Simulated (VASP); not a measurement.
Here is a VASP 6.6.1 calculation.

Contents of INCAR:

```
SYSTEM = Cd
ALGO = Normal ; EDIFF = 1E-6
ENCUT = 520 ; GGA = PE
ISIF = 2 ; ISMEAR = 0
LASPH = .True. ; LCHARG = .False.
LREAL = .False. ; LWAVE = .False.
NBANDS = 58 ; NELM = 100
PREC = Accurate ; SIGMA = 0.1
```

KPOINTS

```
k-points
0
Gamma
  8 8 8
  0 0 0
```

File POSCAR:

```
Cd
1.0
   -3.9943883132      3.9943883132      3.9943883132
    3.9943883132     -3.9943883132      3.9943883132
    3.9943883132      3.9943883132     -3.9943883132
Cd
8
Direct
    0.2328834596      0.2328834596      0.2328834596
    0.5000000000      0.0000000000      0.2671165404
    0.2671165404      0.5000000000      0.0000000000
    0.0000000000      0.2671165404      0.5000000000
    0.7671165404      0.7671165404      0.7671165404
    0.5000000000      0.0000000000      0.7328834596
    0.7328834596      0.5000000000      0.0000000000
    0.0000000000      0.7328834596      0.5000000000
```

Potentials or basis: VASP PAW PBE potentials, release 64 (Cd).

Run with:

```bash
$ cat potpaw_PBE.64/Cd/POTCAR > POTCAR
$ mpirun -np 1 vasp_std > vasp.out
```

Predict the pressure.

0.2 GPa.

Predict the band gap on the k mesh.

zero (band 48 reaches 1.81 eV, above the bottom of band 49 at -0.02 eV).
